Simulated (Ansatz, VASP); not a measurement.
**Mg2Si3N3 in VASP and in Ansatz**

```
Mg Si N
1.0
     3.39871   -2.96680    0.00000
     3.39871    2.96680    0.00000
     0.00000    0.00000    5.56805
Mg Si N
2 3 3
Direct
  0.75100 0.24900 0.68120
  0.24900 0.75100 0.68120
  0.27684 0.27684 0.27836
  0.00000 0.00000 0.04304
  0.72316 0.72316 0.27836
  0.50000 0.50000 0.11037
  0.50000 0.00000 0.46374
  0.00000 0.50000 0.46374
```

Alike in both runs: functional PBE; k mesh 4 × 4 × 4; occupations gaussian, width 0.2 eV; no spin polarisation.

Ansatz relaxed the structure, and its values are those at the end. VASP's run is a single point on that final structure, the one shown.

|  | VASP | Ansatz |
| --- | --- | --- |
| version | VASP 6.6.1 | Ansatz 0.2.0 |
| potentials or method | VASP PAW PBE potentials, release 64 (Mg, Si, N), cutoff 600 eV | scalar-relativistic, plane waves, PAW |
| valence electrons in the cell | 31 | 47 |

VASP gave:

| Quantity | Value |
| --- | --- |
| gap on the k mesh at the Fermi level (eV) | none |
| pressure (GPa) | -0.2 |
| rms of the force components (eV/Å) | 0.012 |

Problem. Estimate Ansatz's values.

Solution. gap on the k mesh at the Fermi level (eV): none; pressure (GPa): 0.0; rms of the force components (eV/Å): 0.012.

A gap of «none» marks a metal or a gap that the smearing closes. With one functional, cell and mesh, what is left measures potentials, basis and numerics. VASP's potentials hold 31 valence electrons a cell and Ansatz's 47, so a difference there can come from the potentials and not from the codes.
